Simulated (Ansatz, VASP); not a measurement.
Ag: VASP beside Ansatz

```
CELL_PARAMETERS angstrom
2.93228 0.00000 0.00000
-1.46614 2.53943 0.00000
0.00000 0.00000 14.12720
ATOMIC_POSITIONS crystal
Ag 0.00000 0.00000 0.24775
Ag 0.33333 0.66667 0.41638
Ag 0.66667 0.33333 0.58362
Ag 0.00000 0.00000 0.75225
```

Alike in both runs: task single point; functional PBE; k mesh 14 × 14 × 1; occupations fermi-dirac, width 0.05 eV; no spin polarisation.

|  | VASP | Ansatz |
| --- | --- | --- |
| version | VASP 6.6.1 | Ansatz 0.2.0 |
| potentials or method | VASP PAW PBE potentials, release 64 (Ag), cutoff 520 eV | all-electron LAPW, scalar-relativistic |

```csv
,VASP,Ansatz,Ansatz less VASP
rms of the force components (eV/Å),0.005,0.005,-0.0008
```

Atom by atom the forces differ by 0.001 eV/Å (rms over components). Ansatz ran all-electron here, and VASP with PAW potentials. Ansatz's warnings: vacuum density over bound.
